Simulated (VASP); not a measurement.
A run of VASP 6.6.1 is set up as follows.

POSCAR

```
BaS
1.0
    0.0000000000      3.5194117709      3.5194117709
    3.6126761828      0.0000000000      3.5194117709
    3.6126761828      3.5194117709      0.0000000000
Ba S
1 1
Direct
    0.0000000000      0.0000000000      0.0000000000
    0.2500000000      0.2500000000      0.2500000000
```

Contents of INCAR.step1:

```
SYSTEM = BaS
ALGO = Normal
EDIFF = 1E-5
ENCUT = 520
GGA = PE
ISIF = 2
ISMEAR = 0
LASPH = .TRUE.
LCHARG = .FALSE.
LREAL = .FALSE.
LWAVE = .TRUE.
NBANDS = 15
NELM = 80
PREC = Accurate
SIGMA = 0.01
```

Contents of INCAR.step2:

```
SYSTEM = BaS
ALGO = Normal
EDIFF = 1E-6
ENCUT = 520
GGA = PE
HFSCREEN = 0.2079
ISIF = 2
ISMEAR = 0
ISTART = 1
LASPH = .TRUE.
LCHARG = .FALSE.
LHFCALC = .TRUE.
LREAL = .FALSE.
LWAVE = .FALSE.
NBANDS = 15
NELM = 80
PREC = Accurate
PRECFOCK = Normal
SIGMA = 0.01
```

Contents of KPOINTS:

```
k-points
0
G
  4 4 4
  0 0 0
```

Potentials or basis: VASP PAW PBE potentials, release 64 (Ba_sv, S).

Run with:

```sh
$ cat potpaw_PBE.64/Ba_sv/POTCAR potpaw_PBE.64/S/POTCAR > POTCAR
$ cp INCAR.step1 INCAR
$ mpirun -np 1 vasp_std > vasp.out
$ cp INCAR.step2 INCAR
$ mpirun -np 1 vasp_std > vasp.out
```

Q: Estimate the band gap on the k mesh.

A: 3.59 eV (least direct gap 4.25 eV).

Q: Estimate the pressure.

A: -0.6 GPa.

Stress tensor (GPa, compression positive):
```
-0.69  0.00  0.00
 0.00 -0.54  0.00
 0.00  0.00 -0.54
```

Caveat: the cell differs from its parent crystal (uniaxial x strain +2.6%); the PAW data sets were made with another functional, which shifts forces and pressure a little; spin-orbit coupling is left out, which moves the levels of the heavy elements. A k mesh can miss the band edges.
